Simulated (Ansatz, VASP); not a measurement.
## Ag: VASP beside Ansatz

INCAR

```
PREC = Accurate
ENCUT = 520
EDIFF = 1E-6
ISMEAR = -1
SIGMA = 0.1
LREAL = False
LASPH = True
NELM = 80
ALGO = Normal
ISIF = 2
LWAVE = False
LCHARG = False
GGA = PS
NBANDS = 18
```

KPOINTS

```
Automatic mesh
0
Gamma
  10 10 10
```

The input POSCAR:

```
Ag
1.0
    0.0000000000      3.1343051720      3.1343051720
    3.1343051720      0.0000000000      3.1343051720
    3.1343051720      3.1343051720      0.0000000000
Ag
2
Direct
    0.1250000000      0.1250000000      0.1250000000
    0.8750000000      0.8750000000      0.8750000000
```

Input for Ansatz:

```yaml
crystal:
  lattice:
    - [0.0, 3.134305172, 3.134305172]
    - [3.134305172, 0.0, 3.134305172]
    - [3.134305172, 3.134305172, 0.0]
  atoms:
    - { symbol: Ag, position: [0.125, 0.125, 0.125] }
    - { symbol: Ag, position: [0.875, 0.875, 0.875] }
hamiltonian:
  xc: pbesol
  pseudopotentials:
    kind: paw
    azcp:
      Ag: "pseudopotentials/Ag.paw.azcp"
basis:
  ecutwfc: 420
  fft_grid_basis: typed
kpoints:
  mp_grid: { grid: [10, 10, 10], shift: [0, 0, 0] }
magnetization:
  spin_polarized: false
scf:
  occupations: { method: fermi_dirac, width: 0.1 }
  lower_state_search: "off"
output:
  stress: true
  write_density: true
  write_potential: true
  elf: true
  volumetric_format: npy
```

Alike in both runs: task single point; functional PBEsol; k mesh 10 × 10 × 10; occupations fermi-dirac, width 0.1 eV; no spin polarisation.

```csv
,VASP,Ansatz
version,VASP 6.6.1,Ansatz 0.2.0
potentials or method,"VASP PAW PBE potentials, release 64 (Ag), cutoff 520 eV","plane waves (420 eV) with PAW, scalar-relativistic"
valence electrons in the cell,22,38
```

Ansatz gave:

| Quantity | Value |
| --- | --- |
| pressure (GPa) | -3.4 |

Which values does VASP return?

Pressure (GPa): -3.5.

VASP's potentials were made for PBE, not for PBEsol, and Ansatz warns of the same on its side. VASP's potentials hold 22 valence electrons a cell and Ansatz's 38, so a difference there can come from the potentials and not from the codes.
